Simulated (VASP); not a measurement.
Ta2N: single point with PBE

Crystal: Ta2N.

```
Ta N
1.0
     3.17867    0.00000    0.00000
    -1.58933    2.75281    0.00000
     0.00000    0.00000    4.75984
Ta N
2 1
Cartesian
  1.5893 0.9176 3.5456
  0.0000 1.8352 1.2142
  0.0000 0.0000 0.0000
```

This cell differs from its parent crystal: strain +0.025 along x and y, -0.025 along z.

```
Program                : VASP 6.6.1
Task                   : single point
Functional             : PBE
Potentials or basis    : VASP PAW PBE potentials, release 64 (Ta_pv, N)
Cutoff                 : 520 eV
k mesh                 : 18 × 18 × 10
Occupations            : gaussian, width 0.15 eV
Spin                   : no spin polarisation
Dipole correction      : no
Further INCAR settings : ALGO = Normal; EDIFF = 1e-06; NBANDS = 20
```

The pressure is -5.6 GPa and the largest force is 0.451 eV/Å. The band gap on the k mesh is zero (an odd number of electrons rules out a gap without spin polarisation).

Forces on the atoms (eV/Å):
```
Ta   0.000  0.000  0.451
Ta   0.000  0.000 -0.451
N    0.000  0.000  0.000
```

Stress tensor (GPa, compression positive):
```
-9.03  0.00  0.00
 0.00 -9.03  0.00
 0.00  0.00  1.12
```

Levels at points of the mesh, in eV from the Fermi level:
```csv
k point,band 9,band 10,band 11,band 12,band 13,band 14,band 15,band 16,band 17,band 18
"(0.00, 0.00, 0.00)",-6.05,-6.05,-4.85,-0.22,-0.19,-0.19,0.02,0.02,0.32,1.14
"(0.50, 0.00, 0.00)",-6.30,-6.20,-4.38,-2.66,-1.42,1.51,2.25,3.44,3.80,3.88
"(0.00, 0.00, 0.50)",-6.25,-6.25,-2.49,-2.39,-1.24,-1.24,1.69,1.96,2.32,2.32
"(0.50, 0.00, 0.50)",-6.38,-6.02,-3.03,-2.17,-2.11,-0.04,0.56,2.89,3.16,3.66
```

Run time: 76 s on 1 thread of Intel(R) Xeon(R) 6975P-C (Granite Rapids), with other jobs on the host, peak memory 0.35 GiB.

Caveat: the cell differs from its parent crystal (strain +0.025 along x and y, -0.025 along z); the cell stands under tension; spin-orbit coupling is left out, which moves the levels of the heavy elements.
